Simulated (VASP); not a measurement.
# C (C2/m) in VASP: further runs

The runs below take C through single point, with LDA.

Everything below comes from runs of VASP 6.6.1. Logs are shortened: lines on timing, memory, paths and dates and some standing lists are left out, and cuts for length are marked.

## (1) The cell of the first run

The structure is monoclinic, space group C2/m (No. 12). Conventional cell: a = 4.233 Å, b = 2.445 Å, c = 13.460 Å, α = 90.00°, β = 92.00°, γ = 90.00°. C (site symmetry m) has 3 C at 1.41 Å within 1.9 Å. C (site symmetry m) has 3 C at 1.41 Å within 1.9 Å. C (site symmetry m) has 3 C at 1.41 Å within 1.9 Å. Within 1.9 Å of C (site symmetry m) lie 3 C at 1.41 Å.

## (2) Single point, LDA (the part above a cut slid along it)

File INCAR:

```
ALGO = Normal
EDIFF = 1E-6
ENCUT = 520
ISIF = 2
ISMEAR = 0
LASPH = T
LCHARG = T
LELF = T
LREAL = F
LVHAR = T
LWAVE = F
NBANDS = 26
NELM = 100
PREC = Accurate
SIGMA = 0.03
```

File KPOINTS:

```
k-points
0
Gamma
  15 15 3
```

File POSCAR:

```
C
1.0
   -1.2226660053     -2.1164534110      0.0000000000
    1.2226660053     -2.1164534110      0.0000000000
    0.0000000000     -0.4703229802     13.4515291704
C
8
Direct
    0.3194075448      0.3194075448      0.1250000000
    0.7916297670      0.7916297670      0.3750000000
    0.2638519893      0.2638519893      0.6250000000
    0.7360742115      0.7360742115      0.8750000000
    0.6528146774      0.6528146774      0.1250000000
    0.1250368996      0.1250368996      0.3750000000
    0.5972591219      0.5972591219      0.6250000000
    0.0694813441      0.0694813441      0.8750000000
```

Potentials or basis: VASP PAW LDA potentials, release 64 (C).

The run is started by

```sh
> cat potpaw_LDA.64/C/POTCAR > POTCAR
> mpirun -np 1 vasp_std > vasp.out
```

OUTCAR:

```text
EDIFF = 1E-6
   ENCUT = 520
   ISIF = 2
   ISMEAR = 0
   LASPH = T
   LREAL = F
   NELM = 100
   PREC = Accurate

 ion  position               nearest neighbor table
   1  0.319  0.319  0.125-   5 1.41   5 1.41   5 1.41
   2  0.792  0.792  0.375-   6 1.41   6 1.41   6 1.41
   3  0.264  0.264  0.625-   7 1.41   7 1.41   7 1.41
   4  0.736  0.736  0.875-   8 1.41   8 1.41   8 1.41
   5  0.653  0.653  0.125-   1 1.41   1 1.41   1 1.41
   6  0.125  0.125  0.375-   2 1.41   2 1.41   2 1.41
   7  0.597  0.597  0.625-   3 1.41   3 1.41   3 1.41
   8  0.069  0.069  0.875-   4 1.41   4 1.41   4 1.41

  LATTYP: Found a base centered monoclinic cell.
 ALAT       =     4.2329068220
 B/A-ratio  =     0.5776956861
 C/A-ratio  =     3.1797886125
 COS(beta)  =    -0.0349429238

  Lattice vectors:

 A1 = (   1.2226660053,   2.1164534110,   0.0000000000)
 A2 = (  -1.2226660053,   2.1164534110,   0.0000000000)
 A3 = (   0.0000000000,  -0.4703229802,  13.4515291704)

Analysis of symmetry for initial positions (statically):
=====================================================================
 Subroutine PRICEL returns:
 Original cell was already a primitive cell.

 Routine SETGRP: Setting up the symmetry group for a
 base centered monoclinic supercell.

 Subroutine GETGRP returns: Found  4 space group operations
 (whereof  2 operations were pure point group operations)
 out of a pool of  4 trial point group operations.

The static configuration has the point symmetry C_1h.
 The point group associated with its full space group is C_2h.

Analysis of symmetry for dynamics (positions and initial velocities):
=====================================================================
 Subroutine PRICEL returns:
 Original cell was already a primitive cell.

 Routine SETGRP: Setting up the symmetry group for a
 base centered monoclinic supercell.

 Subroutine GETGRP returns: Found  4 space group operations
 (whereof  2 operations were pure point group operations)
 out of a pool of  4 trial point group operations.

The dynamic configuration has the point symmetry C_1h.
 The point group associated with its full space group is C_2h.

 Subroutine INISYM returns: Found  4 space group operations
 (whereof  2 operations are pure point group operations),
 and found     1 'primitive' translations

----------------------------------------------------------------------------------------

                                     Primitive cell

  volume of cell :      69.6175

  direct lattice vectors                    reciprocal lattice vectors
    -1.222666005 -2.116453411  0.000000000    -0.408942424 -0.236244274 -0.008260110
     1.222666005 -2.116453411  0.000000000     0.408942424 -0.236244274 -0.008260110
     0.000000000 -0.470322980 13.451529170     0.000000000  0.000000000  0.074340990

  length of vectors
     2.444235504  2.444235504 13.459748910     0.472348910  0.472348910  0.074340990

  position of ions in fractional coordinates (direct lattice)
     0.319407545  0.319407545  0.125000000
     0.791629767  0.791629767  0.375000000
     0.263851989  0.263851989  0.625000000
     0.736074211  0.736074211  0.875000000
     0.652814677  0.652814677  0.125000000
     0.125036900  0.125036900  0.375000000
     0.597259122  0.597259122  0.625000000
     0.069481344  0.069481344  0.875000000

  ion indices of the primitive-cell ions
   primitive index   ion index
                 1           1
                 2           2
                 3           3
                 4           4
                 5           5
                 6           6
                 7           7
                 8           8

----------------------------------------------------------------------------------------

 KPOINTS: k-points

Automatic generation of k-mesh.
 Grid dimensions read from file:
 generate k-points for:   15   15    3

 Generating k-lattice:

  Cartesian coordinates                     Fractional coordinates (reciprocal lattice)
    -0.027262828 -0.015749618 -0.000550674     0.066666667  0.000000000 -0.000000000
     0.027262828 -0.015749618 -0.000550674     0.000000000  0.066666667 -0.000000000
     0.000000000  0.000000000  0.024780330     0.000000000  0.000000000  0.333333333

  Length of vectors
     0.031489927  0.031489927  0.024780330

  Shift w.r.t. Gamma in fractional coordinates (k-lattice)
     0.000000000  0.000000000  0.000000000

 Subroutine IBZKPT returns following result:
 ===========================================

 Found    184 irreducible k-points:

 Following reciprocal coordinates:
            Coordinates               Weight
  0.000000  0.000000  0.000000      1.000000
  0.066667 -0.000000  0.000000      4.000000
  0.133333 -0.000000  0.000000      4.000000
  0.200000 -0.000000  0.000000      4.000000
  0.266667 -0.000000  0.000000      4.000000
  0.333333 -0.000000  0.000000      4.000000
[... 16 lines left out ...]
  0.133333  0.133333  0.000000      2.000000
  0.200000  0.133333  0.000000      4.000000
 [... further k-points ...]
   k-points           NKPTS =    184   k-points in BZ     NKDIM =    184   number of bands    NBANDS=     26
   number of dos      NEDOS =    301   number of ions     NIONS =      8
   total plane-waves  NPLWV =  32400
   dimension x,y,z NGX =    18 NGY =   18 NGZ =  100
   dimension x,y,z NGXF=    36 NGYF=   36 NGZF=  200
   ions per type =               8
   NGX,Y,Z   is equivalent  to a cutoff of  12.24, 12.24, 12.35 a.u.
   NGXF,Y,Z  is equivalent  to a cutoff of  24.49, 24.49, 24.70 a.u.
 SYSTEM =  unknown system
   PREC   = accura    normal or accurate (medium, high low for compatibility)
   ISTART =      0    job   : 0-new  1-cont  2-samecut
   ICHARG =      2    charge: 1-file 2-atom 10-const
   ISPIN  =      1    spin polarized calculation?
   LNONCOLLINEAR =      F non collinear calculations
   LSORBIT =      F    spin-orbit coupling
   LASPH  =      T    aspherical Exc in radial PAW
   ENCUT  =  520.0 eV  38.22 Ry    6.18 a.u.   4.54  4.54 25.03*2*pi/ulx,y,z
   NELM   =    100;   NELMIN=  2; NELMDL= -5     # of ELM steps
   EDIFF  = 0.1E-05   stopping-criterion for ELM
   LREAL  =      F    real-space projection
   EDIFFG = 0.1E-04   stopping-criterion for IOM
   NSW    =      0    number of steps for IOM
   IBRION =     -1    ionic relax: 0-MD 1-quasi-New 2-CG
   NFREE  =      0    steps in history (QN), initial steepest desc. (CG)
   ISIF   =      2    stress and relaxation
   ISYM   =      2    0-nonsym 1-usesym 2-fastsym
   POTIM  = 0.5000    time-step for ionic-motion
   TEBEG  =    0.0;   TEEND  =   0.0 temperature during run
   PSTRESS=    0.0 pullay stress
   NELECT =      32.0000    total number of electrons
   NUPDOWN=      -1.0000    fix difference up-down
   EMIN   =  10.00;   EMAX   =-10.00  energy-range for DOS
   EFERMI =   0.00;   METHOD = LEGACY
   ISMEAR =     0;   SIGMA  =   0.03  broadening in eV -4-tet -1-fermi 0-gaus
   EFERMI_NEDOS =   21; number of points for ismear=-14 and -15
   IALGO  =     38    algorithm
   IMIX   =      4    mixing-type and parameters
     AMIX     =   0.40;   BMIX     =  1.00
     AMIX_MAG =   1.60;   BMIX_MAG =  1.00
  volume/ion in A,a.u.               =       8.70        58.73
  Fermi-wavevector in a.u.,A,eV,Ry     =   1.263433  2.387541 21.718463  1.596262
  Thomas-Fermi vector in A             =   2.396790
   LORBIT       =      0    0 simple, 1 ext, 2 COOP (PROOUT), +10 PAW based schemes
   GGA     = CA    functional components
   LHFCALC =     F    Hartree Fock is set to
   AEXX    =    0.0000 exact exchange contribution
   IVDW    =     0    specifies the selected vdW correction
   LEPSILON=     F    determine dielectric tensor
   LRPA    =     F    only Hartree local field effects (RPA)
 non-spin polarized calculation
 Gauss-broadening in eV      SIGMA  =   0.03
  energy-cutoff  :      520.00
  volume of cell :       69.62
 maximum number of plane-waves:      1910
   NGX =  9   NGY =  9   NGZ = 51

 number of electron      32.0000006 magnetization

 Free energy of the ion-electron system (eV)
  ---------------------------------------------------
  ext. energy  EPLUGINS =         0.00000000
  ---------------------------------------------------
  free energy    TOTEN  =       -80.88170291 eV

  energy without entropy =      -80.88169129  energy(sigma->0) =      -80.88169710

 E-fermi :   4.6755     XC(G=0): -10.7881

 val. band max:        4.6314427598   @ k =  -0.3333   0.3333   0.0000
 cond. band min:       4.7195350411   @ k =  -0.3333   0.3333   0.0000
 fundamental gap:      0.0880922813
 Fermi energy:         4.6754915048

 k-point     1 :       0.0000    0.0000    0.0000
  band No.  band energies     occupation
      1     -14.9447      2.00000
      2     -14.7941      2.00000
      3     -14.7940      2.00000
      4     -14.6326      2.00000
      5      -4.0584      2.00000
      6      -3.1506      2.00000
[... 18 lines left out ...]
     25      13.1627      0.00000
     26      13.1861      0.00000

 k-point     2 :       0.0667   -0.0000    0.0000
  band No.  band energies     occupation
      1     -14.8377      2.00000
      2     -14.6899      2.00000
      3     -14.6862      2.00000
      4     -14.5277      2.00000
      5      -3.9265      2.00000
      6      -3.0335      2.00000
[... 18 lines left out ...]
     25      13.6111      0.00000
     26      13.6148      0.00000

 k-point     3 :       0.1333   -0.0000    0.0000
  band No.  band energies     occupation
      1     -14.5173      2.00000
      2     -14.3742      2.00000
      3     -14.3671      2.00000
      4     -14.2136      2.00000
      5      -3.5325      2.00000
      6      -2.6618      2.00000
[... 18 lines left out ...]
     25      14.8619      0.00000
     26      14.9319      0.00000

 k-point     4 :       0.2000   -0.0000    0.0000
  band No.  band energies     occupation
      1     -13.9858      2.00000
      2     -13.8492      2.00000
      3     -13.8389      2.00000
      4     -13.6927      2.00000
      5      -2.8817      2.00000
      6      -2.0418      2.00000
[... 18 lines left out ...]
     25      13.4625      0.00000
     26      13.6510      0.00000

 k-point     5 :       0.2667   -0.0000    0.0000
  band No.  band energies     occupation
      1     -13.2474      2.00000
      2     -13.1188      2.00000
      3     -13.1059      2.00000
      4     -12.9687      2.00000
      5      -3.1595      2.00000
      6      -3.1131      2.00000
[... 18 lines left out ...]
     25      13.0244      0.00000
     26      13.2542      0.00000

 k-point     6 :       0.3333   -0.0000    0.0000
  band No.  band energies     occupation
      1     -12.3090      2.00000
      2     -12.1900      2.00000
      3     -12.1748      2.00000
      4     -12.0484      2.00000
      5      -4.9420      2.00000
      6      -4.8829      2.00000
[... 427 lines left out ...]
 k-point    21 :      -0.1333    0.0667    0.0000
  band No.  band energies     occupation
      1     -14.1983      2.00000
      2     -14.0562      2.00000
      3     -14.0528      2.00000
      4     -13.9009      2.00000
      5      -3.1410      2.00000
      6      -2.2709      2.00000
[... 18 lines left out ...]
     25      14.0154      0.00000
     26      14.0519      0.00000

 k-point    22 :      -0.0667    0.0667    0.0000
  band No.  band energies     occupation
      1     -14.6241      2.00000
      2     -14.4765      2.00000
      3     -14.4764      2.00000
      4     -14.3183      2.00000
      5      -3.6636      2.00000
      6      -2.7667      2.00000
[... 18 lines left out ...]
     25      14.3288      0.00000
     26      14.3491      0.00000

 k-point    23 :       0.1333    0.1333    0.0000
  band No.  band energies     occupation
      1     -14.5169      2.00000
      2     -14.3773      2.00000
      3     -14.3631      2.00000
      4     -14.2133      2.00000
      5      -3.5324      2.00000
      6      -2.6838      2.00000
[... 18 lines left out ...]
     25      14.8765      0.00000
     26      14.9117      0.00000

 k-point    24 :       0.2000    0.1333    0.0000
  band No.  band energies     occupation
      1     -14.1974      2.00000
      2     -14.0623      2.00000
      3     -14.0451      2.00000
      4     -13.9002      2.00000
      5      -3.1411      2.00000
      6      -2.3144      2.00000
[... 18 lines left out ...]
     25      14.0545      0.00000
     26      14.1291      0.00000

 [... further k-points ...]

------------------------ aborting loop because EDIFF is reached ----------------------------------------

  FORCE on cell =-STRESS in cart. coord.  units (eV):
  Direction    XX          YY          ZZ          XY          YZ          ZX
  --------------------------------------------------------------------------------------
  -------------------------------------------------------------------------------------
  Total        0.6132523      0.6378319     -0.1029987      0.0000000     -0.0437033      0.0000000
  in kB       14.1133966     14.6790714     -2.3704133      0.0000000     -1.0057885      0.0000000
  external PRESSURE =       8.8073516 kB  Pullay stress =       0.0000000 kB

 VOLUME and BASIS-vectors are now :
 -----------------------------------------------------------------------------
  energy-cutoff  :      520.00
  volume of cell :       69.62
      direct lattice vectors                 reciprocal lattice vectors
    -1.222666005 -2.116453411  0.000000000    -0.408942424 -0.236244274 -0.008260110
     1.222666005 -2.116453411  0.000000000     0.408942424 -0.236244274 -0.008260110
     0.000000000 -0.470322980 13.451529170     0.000000000  0.000000000  0.074340990

 POSITION                                       TOTAL-FORCE (eV/Angst)
 -----------------------------------------------------------------------------------
      0.00000     -1.41081      1.68144         0.000000     -0.006459      0.007929
      0.00000     -3.52727      5.04432         0.000000     -0.001403      0.002958
      0.00000     -1.41081      8.40721         0.000000     -0.001289      0.003918
      0.00000     -3.52727     11.77009         0.000000     -0.000530      0.014889
      0.00000     -2.82209      1.68144         0.000000      0.000530     -0.014889
      0.00000     -0.70564      5.04432         0.000000      0.001289     -0.003918
      0.00000     -2.82209      8.40721         0.000000      0.001403     -0.002958
      0.00000     -0.70564     11.77009         0.000000      0.006459     -0.007929
 -----------------------------------------------------------------------------------
    total drift:                                0.000000      0.000000     -0.000000

  FREE ENERGIE OF THE ION-ELECTRON SYSTEM (eV)
  ---------------------------------------------------
  free  energy   TOTEN  =       -80.8817029141 eV

  energy  without entropy=      -80.8816912887  energy(sigma->0) =      -80.88169710
```

Wall time 2.1 min (1 thread of Intel Xeon Platinum 8488C (Sapphire Rapids), shared host); peak memory 0.31 GiB.

What came out:

* Free energy: -80.8817 eV
* Pressure: 0.9 GPa
* Largest force: 0.015 eV/Å

Forces in eV/Å, atoms in the order of the input:
```
C    0.000 -0.006  0.008
C    0.000 -0.001  0.003
C    0.000 -0.001  0.004
C    0.000 -0.001  0.015
C    0.000  0.001 -0.015
C    0.000  0.001 -0.004
C    0.000  0.001 -0.003
C    0.000  0.006 -0.008
```

Stress tensor (GPa, compression positive):
```
 1.41  0.00  0.00
 0.00  1.47 -0.10
 0.00 -0.10 -0.24
```

Caveat: the cell differs from its parent crystal (the part above a cut slid along it).

[end of part 1 of 2]
